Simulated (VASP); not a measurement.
A run of VASP 6.6.1 is set up as follows.

File INCAR:

```
PREC = Accurate
ENCUT = 520
EDIFF = 1E-6
ISMEAR = 0
SIGMA = 0.1
LREAL = False
LASPH = True
NELM = 80
ALGO = Normal
ISIF = 2
LWAVE = False
LCHARG = False
GGA = PE
NBANDS = 23
```

File KPOINTS:

```
Automatic mesh
0
Gamma
  6 6 4
```

Contents of POSCAR:

```
InGaO
1.0
    3.7231672053     -0.0000000027      0.0000000000
   -1.8615836003      3.2243573837      0.0000000000
    0.0000000000      0.0000000000      5.1559776903
In Ga O
1 1 1
Direct
    0.6666666667      0.3333333333      0.5000000000
    0.0000000000      0.0000000000      0.0000000000
    0.3333333333      0.6666666667      0.5000000000
```

Potentials or basis: VASP PAW PBE potentials, release 64 (In_d, Ga_d, O).

Launch:

```bash
$ cat potpaw_PBE.64/In_d/POTCAR potpaw_PBE.64/Ga_d/POTCAR potpaw_PBE.64/O/POTCAR > POTCAR
$ mpirun -np 1 vasp_std > vasp.out
```

Problem. Estimate the pressure.

Solution. 0.2 GPa.

Problem. Estimate the band gap on the k mesh.

Solution. Zero (bands 16 and 17 overlap by 0.25 eV).

Stress tensor (GPa, compression positive):
```
 0.37  0.00  0.00
 0.00  0.37  0.00
 0.00  0.00 -0.22
```

Caveat: spin-orbit coupling is left out, which moves the levels of the heavy elements.
